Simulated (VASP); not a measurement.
Here is a VASP 6.6.1 calculation.

INCAR

```
SYSTEM = GaSb
PREC = Accurate
ENCUT = 520
EDIFF = 1E-6
ISMEAR = 0
SIGMA = 0.15
LREAL = .FALSE.
LASPH = .TRUE.
NELM = 60
ALGO = Normal
ISIF = 2
LWAVE = .FALSE.
LCHARG = .TRUE.
GGA = PE
LELF = .TRUE.
LVHAR = .TRUE.
NBANDS = 16
```

File KPOINTS:

```
Automatic mesh
0
G
  14 14 14
  0 0 0
```

POSCAR

```
GaSb
1.0
    0.0000000000      3.2452479669      3.1596222051
    3.1596222051      0.0000000000      3.1596222051
    3.1596222051      3.2452479669      0.0000000000
Ga Sb
1 1
Direct
    0.0000000000      0.0000000000      0.0000000000
    0.7500000000      0.7500000000      0.7500000000
```

Potentials or basis: VASP PAW PBE potentials, release 64 (Ga_d, Sb).

Launch:

```bash
$ cat potpaw_PBE.64/Ga_d/POTCAR potpaw_PBE.64/Sb/POTCAR > POTCAR
$ mpirun -np 1 vasp_std > vasp.out
```

Task: What does it give for the band gap on the k mesh?

Result: Zero (filled and empty bands touch).

Task: Predict the pressure.

Result: -2.8 GPa.

Stress tensor (GPa, compression positive):
```
-2.45  0.00  0.00
 0.00 -3.54  0.00
 0.00  0.00 -2.45
```

Caveat: semilocal functionals underestimate gaps, and a narrow one can read as zero; spin-orbit coupling is left out, which moves the levels of the heavy elements.
